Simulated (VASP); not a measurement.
Crystal: Cu.

```
Cu
1.0
     2.53410    0.00000    0.00000
    -1.26705    2.19459    0.00000
     0.00000    0.00000    4.11257
Cu
2
Direct
  0.33333 0.66667 0.25000
  0.66667 0.33333 0.75000
```

This isn't the form of Cu at room conditions, which is fcc.

Base run:

| Item | Value |
| --- | --- |
| Program | VASP 6.6.1 |
| Functional | LDA |
| Potentials or basis | VASP PAW LDA potentials, release 64 (Cu) |
| Cutoff | 520 eV |
| k mesh | 15 × 15 × 8 |
| Occupations | methfessel-paxton, width 0.1 eV |
| Spin | no spin polarisation |

Its results: band gap on the k mesh zero (bands 11 and 12 overlap by 6.12 eV); pressure -7.3 GPa.

Q: The run is repeated on the same cell with these changes: occupations from methfessel-paxton, width 0.1 eV to methfessel-paxton, width 0.5 eV. What comes out?

A: Band gap on the k mesh zero (bands 11 and 12 overlap by 6.12 eV); pressure -6.9 GPa.

Caveats: the cell stands under tension; so wide a smearing shifts energies and pressures (at least some runs).
